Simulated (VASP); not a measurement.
# Al2Au (P1) in VASP: a series of runs

The runs below take Al2Au through single point, with LDA.

Everything below comes from runs of VASP 6.6.1. Logs are shortened: lines on timing, memory, paths and dates and some standing lists are left out, and cuts for length are marked.

### 1 The cell of the first run

The typed cell holds 3 atoms: a = 4.153 Å, b = 4.204 Å, c = 4.246 Å, α = 59.28°, β = 60.58°, γ = 59.48°.

### 2 Single point, LDA

The input, INCAR:

```
ALGO = Normal
EDIFF = 1E-6
ENCUT = 520
ISIF = 2
ISMEAR = -1
LASPH = True
LCHARG = False
LREAL = False
LWAVE = False
NBANDS = 16
NELM = 100
PREC = Accurate
SIGMA = 0.05
```

The input, KPOINTS:

```
k-points
0
Gamma
  6 6 6
```

The input, POSCAR:

```
Al2Au
1.0
    0.0237700000      2.9189100000      2.9540300000
    2.9931400000      0.0263700000      2.9514400000
    3.0402300000      2.9634100000     -0.0207200000
Al Au
2 1
Direct
    0.2394500000      0.2171700000      0.2531200000
    0.7706200000      0.7420100000      0.7379300000
    0.9881300000      0.0023400000      0.0322100000
```

Potentials or basis: VASP PAW LDA potentials, release 64 (Al, Au).

On the command line:

```
$ cat potpaw_LDA.64/Al/POTCAR potpaw_LDA.64/Au/POTCAR > POTCAR
$ mpirun -np 1 vasp_std > vasp.out
```

OUTCAR:

```text
EDIFF = 1E-6
   ENCUT = 520
   ISIF = 2
   ISMEAR = -1
   LASPH = True
   LREAL = False
   NELM = 100
   PREC = Accurate

 ion  position               nearest neighbor table
   1  0.239  0.217  0.253-   3 2.36   3 2.55   3 2.68   3 2.71   2 2.80   2 2.89   2 2.98   2 2.98
                             2 3.04   2 3.13
   2  0.771  0.742  0.738-   3 2.45   3 2.52   3 2.66   3 2.67   1 2.80   1 2.89   1 2.98   1 2.98
                             1 3.04   1 3.13
   3  0.988  0.002  0.032-   1 2.36   2 2.45   2 2.52   1 2.55   2 2.66   2 2.67   1 2.68   1 2.71

  LATTYP: Found a triclinic cell.
 ALAT       =     7.2561006159
 B/A-ratio  =     0.5723374298
 C/A-ratio  =     0.5758980949
 COS(alpha) =     0.0118573689
 COS(beta)  =     0.2888873883
 COS(gamma) =     0.8665805086

  Lattice vectors:

 A1 = (   3.0169100000,   2.9452800000,   5.9054700000)
 A2 = (   0.0237700000,   2.9189100000,   2.9540300000)
 A3 = (  -0.0470900000,  -2.9370400000,   2.9721600000)

Analysis of symmetry for initial positions (statically):
=====================================================================
 Subroutine PRICEL returns:
 Original cell was already a primitive cell.

 Routine SETGRP: Setting up the symmetry group for a
 triclinic supercell.

 Subroutine GETGRP returns: Found  1 space group operations
 (whereof  1 operations were pure point group operations)
 out of a pool of  2 trial point group operations.

The static configuration has the point symmetry C_1 .

Analysis of symmetry for dynamics (positions and initial velocities):
=====================================================================
 Subroutine PRICEL returns:
 Original cell was already a primitive cell.

 Routine SETGRP: Setting up the symmetry group for a
 triclinic supercell.

 Subroutine GETGRP returns: Found  1 space group operations
 (whereof  1 operations were pure point group operations)
 out of a pool of  2 trial point group operations.

The dynamic configuration has the point symmetry C_1 .

 Subroutine INISYM returns: Found  1 space group operations
 (whereof  1 operations are pure point group operations),
 and found     1 'primitive' translations

----------------------------------------------------------------------------------------

                                     Primitive cell

  volume of cell :      52.1298

  direct lattice vectors                    reciprocal lattice vectors
     0.023770000  2.918910000  2.954030000    -0.167790327  0.173318858  0.168612448
     2.993140000  0.026370000  2.951440000     0.169087257 -0.172289674  0.168880765
     3.040230000  2.963410000 -0.020720000     0.163766078  0.168265995 -0.167583272

  length of vectors
     4.152937977  4.203638960  4.245612629     0.294318158  0.294609818  0.288473441

  position of ions in fractional coordinates (direct lattice)
     0.239450000  0.217170000  0.253120000
     0.770620000  0.742010000  0.737930000
     0.988130000  0.002340000  0.032210000

  ion indices of the primitive-cell ions
   primitive index   ion index
                 1           1
                 2           2
                 3           3

----------------------------------------------------------------------------------------

 KPOINTS: k-points

Automatic generation of k-mesh.
 Grid dimensions read from file:
 generate k-points for:    6    6    6

 Generating k-lattice:

  Cartesian coordinates                     Fractional coordinates (reciprocal lattice)
    -0.027965055  0.028886476  0.028102075     0.166666667  0.000000000 -0.000000000
     0.028181210 -0.028714946  0.028146794     0.000000000  0.166666667 -0.000000000
     0.027294346  0.028044332 -0.027930545     0.000000000  0.000000000  0.166666667

  Length of vectors
     0.049053026  0.049101636  0.048078907

  Shift w.r.t. Gamma in fractional coordinates (k-lattice)
     0.000000000  0.000000000  0.000000000

 Subroutine IBZKPT returns following result:
 ===========================================

 Found    112 irreducible k-points:

 Following reciprocal coordinates:
            Coordinates               Weight
  0.000000  0.000000  0.000000      1.000000
  0.166667 -0.000000 -0.000000      2.000000
  0.333333 -0.000000 -0.000000      2.000000
  0.500000  0.000000 -0.000000      1.000000
  0.000000  0.166667  0.000000      2.000000
  0.166667  0.166667  0.000000      2.000000
[... 16 lines left out ...]
  0.333333  0.000000  0.166667      2.000000
  0.500000 -0.000000  0.166667      2.000000
 [... further k-points ...]
   k-points           NKPTS =    112   k-points in BZ     NKDIM =    112   number of bands    NBANDS=     16
   number of dos      NEDOS =    301   number of ions     NIONS =      3
   total plane-waves  NPLWV =  32768
   dimension x,y,z NGX =    32 NGY =   32 NGZ =   32
   dimension x,y,z NGXF=    64 NGYF=   64 NGZF=   64
   ions per type =               2   1
   NGX,Y,Z   is equivalent  to a cutoff of  12.81, 12.66, 12.53 a.u.
   NGXF,Y,Z  is equivalent  to a cutoff of  25.62, 25.31, 25.06 a.u.
 SYSTEM =  unknown system
   PREC   = accura    normal or accurate (medium, high low for compatibility)
   ISTART =      0    job   : 0-new  1-cont  2-samecut
   ICHARG =      2    charge: 1-file 2-atom 10-const
   ISPIN  =      1    spin polarized calculation?
   LNONCOLLINEAR =      F non collinear calculations
   LSORBIT =      F    spin-orbit coupling
   LASPH  =      T    aspherical Exc in radial PAW
   ENCUT  =  520.0 eV  38.22 Ry    6.18 a.u.   7.72  7.82  7.89*2*pi/ulx,y,z
   NELM   =    100;   NELMIN=  2; NELMDL= -5     # of ELM steps
   EDIFF  = 0.1E-05   stopping-criterion for ELM
   LREAL  =      F    real-space projection
   EDIFFG = 0.1E-04   stopping-criterion for IOM
   NSW    =      0    number of steps for IOM
   IBRION =     -1    ionic relax: 0-MD 1-quasi-New 2-CG
   NFREE  =      0    steps in history (QN), initial steepest desc. (CG)
   ISIF   =      2    stress and relaxation
   ISYM   =      2    0-nonsym 1-usesym 2-fastsym
   POTIM  = 0.5000    time-step for ionic-motion
   TEBEG  =    0.0;   TEEND  =   0.0 temperature during run
   PSTRESS=    0.0 pullay stress
   NELECT =      17.0000    total number of electrons
   NUPDOWN=      -1.0000    fix difference up-down
   EMIN   =  10.00;   EMAX   =-10.00  energy-range for DOS
   EFERMI =   0.00;   METHOD = LEGACY
   ISMEAR =    -1;   SIGMA  =   0.05  broadening in eV -4-tet -1-fermi 0-gaus
   EFERMI_NEDOS =   21; number of points for ismear=-14 and -15
   IALGO  =     38    algorithm
   IMIX   =      4    mixing-type and parameters
     AMIX     =   0.40;   BMIX     =  1.00
     AMIX_MAG =   1.60;   BMIX_MAG =  1.00
  volume/ion in A,a.u.               =      17.38       117.26
  Fermi-wavevector in a.u.,A,eV,Ry     =   1.126841  2.129420 17.276267  1.269770
  Thomas-Fermi vector in A             =   2.263524
   LORBIT       =      0    0 simple, 1 ext, 2 COOP (PROOUT), +10 PAW based schemes
   GGA     = CA    functional components
   LHFCALC =     F    Hartree Fock is set to
   AEXX    =    0.0000 exact exchange contribution
   IVDW    =     0    specifies the selected vdW correction
   LEPSILON=     F    determine dielectric tensor
   LRPA    =     F    only Hartree local field effects (RPA)
 non-spin polarized calculation
  energy-cutoff  :      520.00
  volume of cell :       52.13
 maximum number of plane-waves:      1420
   NGX = 15   NGY = 15   NGZ = 15

 number of electron      17.0000000 magnetization

 Free energy of the ion-electron system (eV)
  ---------------------------------------------------
  ext. energy  EPLUGINS =         0.00000000
  ---------------------------------------------------
  free energy    TOTEN  =       -14.04503830 eV

  energy without entropy =      -14.03778899  energy(sigma->0) =      -14.04141365

 E-fermi :   8.0543     XC(G=0): -10.8638

 val. band max:        8.0348980185   @ k =   0.1667   0.3333   0.0000
 cond. band min:       8.0570879275   @ k =   0.5000   0.5000   0.5000
 fundamental gap:      0.0221899089
 Fermi energy:         8.0542665085

 k-point     1 :       0.0000    0.0000    0.0000
  band No.  band energies     occupation
      1      -2.8106      2.00000
      2       1.0318      2.00000
      3       1.1597      2.00000
      4       1.2405      2.00000
      5       2.1165      2.00000
      6       2.1616      2.00000
[... 8 lines left out ...]
     15      13.9151      0.00000
     16      14.3590      0.00000

 k-point     2 :       0.1667   -0.0000   -0.0000
  band No.  band energies     occupation
      1      -2.4490      2.00000
      2       1.0841      2.00000
      3       1.1508      2.00000
      4       1.2459      2.00000
      5       2.1105      2.00000
      6       2.1589      2.00000
[... 8 lines left out ...]
     15      13.8820      0.00000
     16      14.0049      0.00000

 k-point     3 :       0.3333   -0.0000   -0.0000
  band No.  band energies     occupation
      1      -1.5110      2.00000
      2       1.0443      2.00000
      3       1.2851      2.00000
      4       1.3115      2.00000
      5       2.1617      2.00000
      6       2.2470      2.00000
[... 8 lines left out ...]
     15      15.5950      0.00000
     16      15.8889      0.00000

 k-point     4 :       0.5000    0.0000   -0.0000
  band No.  band energies     occupation
      1      -0.8629      2.00000
      2       1.2470      2.00000
      3       1.3189      2.00000
      4       1.6655      2.00000
      5       2.2340      2.00000
      6       2.2977      2.00000
[... 8 lines left out ...]
     15      17.1741      0.00000
     16      18.3381      0.00000
[... 324 lines left out ...]
 k-point    22 :       0.1667    0.0000    0.1667
  band No.  band energies     occupation
      1      -2.3035      2.00000
      2       0.9304      2.00000
      3       1.2727      2.00000
      4       1.3273      2.00000
      5       2.0203      2.00000
      6       2.2041      2.00000
[... 8 lines left out ...]
     15      14.7422      0.00000
     16      15.0990      0.00000

 k-point    23 :       0.3333    0.0000    0.1667
  band No.  band energies     occupation
      1      -1.4998      2.00000
      2       0.8122      2.00000
      3       1.3858      2.00000
      4       1.4303      2.00000
      5       2.0138      2.00000
      6       2.3110      2.00000
[... 8 lines left out ...]
     15      16.7095      0.00000
     16      17.0549      0.00000

 k-point    24 :       0.5000   -0.0000    0.1667
  band No.  band energies     occupation
      1      -0.6080      2.00000
      2       0.9784      2.00000
      3       1.4108      2.00000
      4       1.5206      2.00000
      5       2.2629      2.00000
      6       2.4831      2.00000
[... 8 lines left out ...]
     15      17.4157      0.00000
     16      18.5209      0.00000

 [... further k-points ...]

------------------------ aborting loop because EDIFF is reached ----------------------------------------

  FORCE on cell =-STRESS in cart. coord.  units (eV):
  Direction    XX          YY          ZZ          XY          YZ          ZX
  --------------------------------------------------------------------------------------
  -------------------------------------------------------------------------------------
  Total        0.6326125      1.6663749      1.8908971      0.7480894      0.5346383      0.7564951
  in kB       19.4429614     51.2150248     58.1155798     22.9920762     16.4317863     23.2504207
  external PRESSURE =      42.9245220 kB  Pullay stress =       0.0000000 kB

 VOLUME and BASIS-vectors are now :
 -----------------------------------------------------------------------------
  energy-cutoff  :      520.00
  volume of cell :       52.13
      direct lattice vectors                 reciprocal lattice vectors
     0.023770000  2.918910000  2.954030000    -0.167790327  0.173318858  0.168612448
     2.993140000  0.026370000  2.951440000     0.169087257 -0.172289674  0.168880765
     3.040230000  2.963410000 -0.020720000     0.163766078  0.168265995 -0.167583272

 POSITION                                       TOTAL-FORCE (eV/Angst)
 -----------------------------------------------------------------------------------
      1.42525      1.45476      1.34306         1.127515      0.818947      0.963613
      4.48273      4.45573      4.45114         0.698050      0.121373     -0.534820
      0.12842      2.97978      2.92520        -1.825565     -0.940320     -0.428794
 -----------------------------------------------------------------------------------
    total drift:                               -0.000719     -0.000402     -0.000008

  FREE ENERGIE OF THE ION-ELECTRON SYSTEM (eV)
  ---------------------------------------------------
  free  energy   TOTEN  =       -14.0450383028 eV

  energy  without entropy=      -14.0377889924  energy(sigma->0) =      -14.04141365
```

Run time: 23 s. Hardware: 1 thread of Intel Xeon 6975P-C (Granite Rapids), shared host; peak memory 0.21 GiB.

Results:

```
Free energy   : -14.0450 eV
Pressure      : 4.3 GPa
Largest force : 2.098 eV/Å
```

Forces in eV/Å, atoms in the order of the input:
```
Al   1.128  0.819  0.964
Al   0.698  0.121 -0.535
Au  -1.826 -0.940 -0.429
```

Caveat: spin-orbit coupling is left out, which moves the levels of the heavy elements; forces of over 1 eV/Å act on the atoms, so gaps and moduli don't describe the material at rest.

(Continued in part 2 of 2.)
